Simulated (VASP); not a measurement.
# InSb (F-43m) in VASP: relaxation of cell and atoms with r2SCAN

Aim: the relaxation of cell and atoms of InSb with r2SCAN.

Program: VASP 6.6.1. These are calculated values, not measurements. Logs are shortened: lines on timing, memory, paths and dates and some standing lists are left out, and cuts for length are marked.

**1. The cell of the first run**

It takes space group F-43m (No. 216, cubic). Conventional cell: a = 6.557 Å, b = 6.557 Å, c = 6.557 Å, α = 90.00°, β = 90.00°, γ = 90.00°. Within 3.7 Å of In (site symmetry -43m) lie 4 Sb at 2.84 Å. Within 3.7 Å of Sb (site symmetry -43m) lie 4 In at 2.84 Å.

**2. Relaxation of cell and atoms, r2SCAN**

File POSCAR:

```
InSb
1.0
    0.0000000000      3.2783744513      3.2783744513
    3.2783744513      0.0000000000      3.2783744513
    3.2783744513      3.2783744513      0.0000000000
In Sb
1 1
Direct
    0.0000000000      0.0000000000      0.0000000000
    0.2500000000      0.2500000000      0.2500000000
```

File INCAR.step1:

```
SYSTEM = InSb
  PREC = Accurate
  ENCUT = 550
  ISMEAR = -1
  SIGMA = 0.15
  LREAL = .FALSE.
  LASPH = .TRUE.
  NELM = 120
  GGA = PE
  ALGO = Normal
  EDIFF = 1E-5
  LWAVE = .TRUE.
  LCHARG = .FALSE.
  GGA_COMPAT = .FALSE.
  IBRION = 2
  ISIF = 3
  EDIFFG = -0.005
  NELMIN = 4
  NSW = 100
```

File INCAR.step2:

```
SYSTEM = InSb
  PREC = Accurate
  ENCUT = 550
  EDIFF = 1E-7
  ISMEAR = -1
  SIGMA = 0.15
  LREAL = .FALSE.
  LASPH = .TRUE.
  NELM = 120
  ALGO = Normal
  ISIF = 3
  LWAVE = .FALSE.
  LCHARG = .FALSE.
  METAGGA = R2SCAN
  LMIXTAU = .TRUE.
  IBRION = 2
  NSW = 80
  EDIFFG = -0.001
  ISTART = 1
  GGA_COMPAT = .FALSE.
  NELMIN = 4
```

File KPOINTS:

```
Automatic mesh
0
G
  12 12 12
  0 0 0
```

Potentials or basis: VASP PAW PBE potentials, release 64 (In_d, Sb).

Run with:

```sh
$ cat potpaw_PBE.64/In_d/POTCAR potpaw_PBE.64/Sb/POTCAR > POTCAR
$ cp INCAR.step1 INCAR
$ mpirun -np 1 vasp_std > vasp.out
$ cp INCAR.step2 INCAR
$ mpirun -np 1 vasp_std > vasp.out
```

OUTCAR:

```text
SYSTEM = InSb
   PREC = Accurate
   ENCUT = 550
   EDIFF = 1E-7
   ISMEAR = -1
   LREAL = .FALSE.
   LASPH = .TRUE.
   NELM = 120
   ISIF = 3
   METAGGA = R2SCAN
   IBRION = 2
   NSW = 80
   EDIFFG = -0.001
   ISTART = 1
   NELMIN = 4

 ion  position               nearest neighbor table
   1  0.000  0.000  0.000-   2 2.84   2 2.84   2 2.84   2 2.84
   2  0.250  0.250  0.250-   1 2.84   1 2.84   1 2.84   1 2.84

  LATTYP: Found a face centered cubic cell.
 ALAT       =     6.5567489026

  Lattice vectors:

 A1 = (   0.0000000000,   3.2783744513,   3.2783744513)
 A2 = (   3.2783744513,   0.0000000000,   3.2783744513)
 A3 = (   3.2783744513,   3.2783744513,   0.0000000000)

Analysis of symmetry for initial positions (statically):
=====================================================================
 Subroutine PRICEL returns:
 Original cell was already a primitive cell.

 Routine SETGRP: Setting up the symmetry group for a
 face centered cubic supercell.

 Subroutine GETGRP returns: Found 24 space group operations
 (whereof 24 operations were pure point group operations)
 out of a pool of 48 trial point group operations.

The static configuration has the point symmetry T_d .

Analysis of symmetry for dynamics (positions and initial velocities):
=====================================================================
 Subroutine PRICEL returns:
 Original cell was already a primitive cell.

 Routine SETGRP: Setting up the symmetry group for a
 face centered cubic supercell.

 Subroutine GETGRP returns: Found 24 space group operations
 (whereof 24 operations were pure point group operations)
 out of a pool of 48 trial point group operations.

The dynamic configuration has the point symmetry T_d .

 Subroutine INISYM returns: Found 24 space group operations
 (whereof 24 operations are pure point group operations),
 and found     1 'primitive' translations

----------------------------------------------------------------------------------------

                                     Primitive cell

  volume of cell :      70.4702

  direct lattice vectors                    reciprocal lattice vectors
     0.000000000  3.278374451  3.278374451    -0.152514610  0.152514610  0.152514610
     3.278374451  0.000000000  3.278374451     0.152514610 -0.152514610  0.152514610
     3.278374451  3.278374451  0.000000000     0.152514610  0.152514610 -0.152514610

  length of vectors
     4.636321612  4.636321612  4.636321612     0.264163053  0.264163053  0.264163053

  position of ions in fractional coordinates (direct lattice)
     0.000000000  0.000000000  0.000000000
     0.250000000  0.250000000  0.250000000

  ion indices of the primitive-cell ions
   primitive index   ion index
                 1           1
                 2           2

----------------------------------------------------------------------------------------

 KPOINTS: Automatic mesh

Automatic generation of k-mesh.
 Grid dimensions read from file:
 generate k-points for:   12   12   12

 Generating k-lattice:

  Cartesian coordinates                     Fractional coordinates (reciprocal lattice)
    -0.012709551  0.012709551  0.012709551     0.083333333  0.000000000  0.000000000
     0.012709551 -0.012709551  0.012709551     0.000000000  0.083333333  0.000000000
     0.012709551  0.012709551 -0.012709551     0.000000000  0.000000000  0.083333333

  Length of vectors
     0.022013588  0.022013588  0.022013588

  Shift w.r.t. Gamma in fractional coordinates (k-lattice)
     0.000000000  0.000000000  0.000000000

 Subroutine IBZKPT returns following result:
 ===========================================

 Found     72 irreducible k-points:

 Following reciprocal coordinates:
            Coordinates               Weight
  0.000000  0.000000  0.000000      1.000000
[... 50 lines left out ...]
   POTIM  = 0.5000    time-step for ionic-motion
   TEBEG  =    0.0;   TEEND  =   0.0 temperature during run
   PSTRESS=    0.0 pullay stress
   NELECT =      18.0000    total number of electrons
   NUPDOWN=      -1.0000    fix difference up-down
   EMIN   =  10.00;   EMAX   =-10.00  energy-range for DOS
   EFERMI =   0.00;   METHOD = LEGACY
   ISMEAR =    -1;   SIGMA  =   0.15  broadening in eV -4-tet -1-fermi 0-gaus
   EFERMI_NEDOS =   21; number of points for ismear=-14 and -15
   IALGO  =     38    algorithm
   IMIX   =      4    mixing-type and parameters
     AMIX     =   0.40;   BMIX     =  1.00
     AMIX_MAG =   1.60;   BMIX_MAG =  1.00
  volume/ion in A,a.u.               =      35.24       237.78
  Fermi-wavevector in a.u.,A,eV,Ry     =   1.038717  1.962890 14.679766  1.078932
  Thomas-Fermi vector in A             =   2.173214
   LORBIT       =      0    0 simple, 1 ext, 2 COOP (PROOUT), +10 PAW based schemes
   METAGGA = R2SCAN    functional components
   LHFCALC =     F    Hartree Fock is set to
   AEXX    =    0.0000 exact exchange contribution
   IVDW    =     0    specifies the selected vdW correction
   LEPSILON=     F    determine dielectric tensor
   LRPA    =     F    only Hartree local field effects (RPA)
 conjugate gradient relaxation of ions
 non-spin polarized calculation
  energy-cutoff  :      550.00
  volume of cell :       70.47
 maximum number of plane-waves:      2085
   NGX = 17   NGY = 17   NGZ = 17

--------------------------------------- Ionic step        1  -------------------------------------------

 number of electron      17.9999999 magnetization

 Free energy of the ion-electron system (eV)
  ---------------------------------------------------
  ext. energy  EPLUGINS =         0.00000000
  ---------------------------------------------------
  free energy    TOTEN  =       -48.77001692 eV

  energy without entropy =      -48.76652863  energy(sigma->0) =      -48.76827277

------------------------ aborting loop because EDIFF is reached ----------------------------------------

  FORCE on cell =-STRESS in cart. coord.  units (eV):
  Direction    XX          YY          ZZ          XY          YZ          ZX
  --------------------------------------------------------------------------------------
  -------------------------------------------------------------------------------------
  Total        0.0038617      0.0038617      0.0038617      0.0000000      0.0000000      0.0000000
  in kB        0.0877979      0.0877979      0.0877979      0.0000000      0.0000000      0.0000000
  external PRESSURE =       0.0877979 kB  Pullay stress =       0.0000000 kB

 VOLUME and BASIS-vectors are now :
 -----------------------------------------------------------------------------
  energy-cutoff  :      550.00
  volume of cell :       70.47
      direct lattice vectors                 reciprocal lattice vectors
     0.000000000  3.278374451  3.278374451    -0.152514610  0.152514610  0.152514610
     3.278374451  0.000000000  3.278374451     0.152514610 -0.152514610  0.152514610
     3.278374451  3.278374451  0.000000000     0.152514610  0.152514610 -0.152514610

 POSITION                                       TOTAL-FORCE (eV/Angst)
 -----------------------------------------------------------------------------------
      0.00000      0.00000      0.00000        -0.000000     -0.000000     -0.000000
      1.63919      1.63919      1.63919         0.000000      0.000000      0.000000
 -----------------------------------------------------------------------------------
    total drift:                                0.000000      0.000000      0.000000

  FREE ENERGIE OF THE ION-ELECTRON SYSTEM (eV)
  ---------------------------------------------------
  free  energy   TOTEN  =       -48.7700169235 eV

  energy  without entropy=      -48.7665286255  energy(sigma->0) =      -48.76827277

--------------------------------------- Ionic step        2  -------------------------------------------

 number of electron      17.9999999 magnetization

 Free energy of the ion-electron system (eV)
  ---------------------------------------------------
  ext. energy  EPLUGINS =         0.00000000
  ---------------------------------------------------
  free energy    TOTEN  =       -48.77001621 eV

  energy without entropy =      -48.76652107  energy(sigma->0) =      -48.76826864

 E-fermi :   4.9133     XC(G=0):  -9.0820

 val. band max:        4.5613147211   @ k =   0.0000   0.0000   0.0000
 cond. band min:       5.3084308710   @ k =   0.5000   0.0000   0.0000
 fundamental gap:      0.7471161499
 Fermi energy:         4.9132538150

 k-point     1 :       0.0000    0.0000    0.0000
  band No.  band energies     occupation
      1     -10.4775      2.00000
      2     -10.4775      2.00000
      3     -10.4775      2.00000
      4     -10.3862      2.00000
      5     -10.3862      2.00000
      6      -6.3462      2.00000
      7       4.5430      1.84378
      8       4.5430      1.84378
      9       4.5430      1.84378
     10       4.5613      1.82527
     11       7.7654      0.00000
     12       7.7654      0.00000
     13       7.7654      0.00000
[... 354 lines left out ...]
  band No.  band energies     occupation
      1     -10.5271      2.00000
      2     -10.4546      2.00000
      3     -10.4534      2.00000
      4     -10.3876      2.00000
      5     -10.3851      2.00000
      6      -4.8351      2.00000
      7      -0.9939      2.00000
      8       2.2317      2.00000
      9       3.2865      1.99996
     10       6.4879      0.00006
     11       8.5353      0.00000
     12       9.3368      0.00000
     13      11.2416      0.00000

 [... further k-points ...]
[... 5 lines left out ...]
  --------------------------------------------------------------------------------------
  -------------------------------------------------------------------------------------
  Total       -0.0005960     -0.0005960     -0.0005960      0.0000000      0.0000000     -0.0000000
  in kB       -0.0135457     -0.0135457     -0.0135457      0.0000000      0.0000000     -0.0000000
  external PRESSURE =      -0.0135457 kB  Pullay stress =       0.0000000 kB

 VOLUME and BASIS-vectors are now :
 -----------------------------------------------------------------------------
  energy-cutoff  :      550.00
  volume of cell :       70.49
      direct lattice vectors                 reciprocal lattice vectors
    -0.000000000  3.278679830  3.278679830    -0.152500404  0.152500404  0.152500404
     3.278679830  0.000000000  3.278679830     0.152500404 -0.152500404  0.152500404
     3.278679830  3.278679830  0.000000000     0.152500404  0.152500404 -0.152500404

 POSITION                                       TOTAL-FORCE (eV/Angst)
 -----------------------------------------------------------------------------------
      6.55736      6.55736      6.55736        -0.000000      0.000000      0.000000
      1.63934      1.63934      1.63934         0.000000     -0.000000     -0.000000
 -----------------------------------------------------------------------------------
    total drift:                                0.000000      0.000000     -0.000000

  FREE ENERGIE OF THE ION-ELECTRON SYSTEM (eV)
  ---------------------------------------------------
  free  energy   TOTEN  =       -48.7700162117 eV

  energy  without entropy=      -48.7665210666  energy(sigma->0) =      -48.76826864

 reached required accuracy - stopping structural energy minimisation
```

Run time: 7.5 min. Hardware: 1 thread of Oxide Virtual Turin-like, shared host; peak memory 0.25 GiB.

What came out:

```
Free energy                           : -48.7700 eV
Relaxed volume                        : 35.24 Å³/atom
Relaxed cell                          : a = 4.637 Å, b = 4.637 Å, c = 4.637 Å, α = 60.00°, β = 60.00°, γ = 60.00°
Space group after relaxing (to 0.1 Å) : F-43m (No. 216)
Ionic steps                           : 2
Pressure after relaxing               : 0.0 GPa
Band gap on the k mesh                : 0.02 eV
```

Final structure:
```cif
data_structure
_symmetry_space_group_name_H-M 'P 1'
_symmetry_Int_Tables_number 1
_cell_length_a 4.6368
_cell_length_b 4.6368
_cell_length_c 4.6368
_cell_angle_alpha 60.000
_cell_angle_beta 60.000
_cell_angle_gamma 60.000
_cell_volume 70.49
loop_
_atom_site_label
_atom_site_type_symbol
_atom_site_fract_x
_atom_site_fract_y
_atom_site_fract_z
_atom_site_occupancy
In1 In 0.00000 0.00000 0.00000 1
Sb1 Sb 0.25000 0.25000 0.25000 1
```

Caveat: the smearing spreads over this small gap; semilocal functionals underestimate gaps, and a narrow one can read as zero; the PAW data sets were made with another functional, which shifts forces and pressure a little; spin-orbit coupling is left out, which moves the levels of the heavy elements.

The gap in the log of VASP goes by the Fermi energy; the results here count the filled bands.